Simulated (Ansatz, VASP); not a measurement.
## CrN2: VASP beside Ansatz

```
CELL_PARAMETERS angstrom
3.90179 0.00000 0.00000
0.00000 4.80951 0.00000
0.00000 0.00000 2.78417
ATOMIC_POSITIONS crystal
Cr 0.00000 0.00000 0.00000
Cr 0.50000 0.50000 0.50000
N 0.86617 0.58878 0.00000
N 0.13383 0.41123 0.00000
N 0.36617 0.91122 0.50000
N 0.63383 0.08878 0.50000
```

Alike in both runs: task single point; functional PBEsol; k mesh 6 × 5 × 8; occupations fermi-dirac, width 0.05 eV; collinear spin; fixed moment 6 μB.

```csv
,VASP,Ansatz
version,VASP 6.6.1,Ansatz 0.2.0
potentials or method,"VASP PAW PBE potentials, release 64 (Cr_pv, N)",Ansatz PAW
plane-wave cutoff (eV),520,420
valence electrons in the cell,44,48
```

VASP gave:

| Property | Result |
| --- | --- |
| pressure (GPa) | -2.0 |
| traceless stress, the component that is largest in VASP (GPa) | 5.72 |
| rms of the force components (eV/Å) | 0.313 |
| net moment per atom (μB) | 1.00 |
| size of the moment on the site where the two differ most (μB) | 2.65 |

Q: Estimate Ansatz's values.

A: Pressure (GPa): -2.4; traceless stress, the component that is largest in VASP (GPa): 6.00; rms of the force components (eV/Å): 0.352; net moment per atom (μB): 1.00; size of the moment on the site where the two differ most (μB): 2.23.

VASP's potentials were made for PBE, not for PBEsol. Site moments also hang on the region over which each program counts them. Atom by atom the forces differ by 0.039 eV/Å (rms over components). VASP's potentials hold 44 valence electrons a cell and Ansatz's 48, so a difference there can come from the potentials and not from the codes.
